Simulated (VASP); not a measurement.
Here is a VASP 6.6.1 calculation.

Contents of POSCAR:

```
V
1.0
   -1.4574437157      1.4574437157      1.4574437157
    1.4574437157     -1.4574437157      1.4574437157
    1.4574437157      1.4574437157     -1.4574437157
V
1
Direct
    0.0000000000      0.0000000000      0.0000000000
```

The input INCAR.step1:

```
ALGO = Normal
EDIFF = 1E-4
ENCUT = 520
GGA = PE
ISMEAR = -1
LASPH = True
LCHARG = False
LREAL = False
LWAVE = True
NBANDS = 12
NELM = 60
PREC = Accurate
SIGMA = 0.1
```

File INCAR.step2:

```
ALGO = Normal
EDIFF = 1E-6
ENCUT = 520
ISIF = 2
ISMEAR = -1
ISTART = 1
LASPH = True
LCHARG = True
LELF = True
LMIXTAU = True
LREAL = False
LVHAR = True
LWAVE = False
METAGGA = R2SCAN
NBANDS = 12
NELM = 60
PREC = Accurate
SIGMA = 0.1
```

KPOINTS

```
k-points
0
Gamma
  16 16 16
```

Potentials or basis: VASP PAW PBE potentials, release 64 (V_sv).

Launch:

```bash
$ cat potpaw_PBE.64/V_sv/POTCAR > POTCAR
$ cp INCAR.step1 INCAR
$ mpirun -np 1 vasp_std > vasp.out
$ cp INCAR.step2 INCAR
$ mpirun -np 1 vasp_std > vasp.out
```

**Question.** Estimate the pressure.

**Answer.** 16.5 GPa.

Caveat: the PAW data sets were made with another functional, which shifts forces and pressure a little.
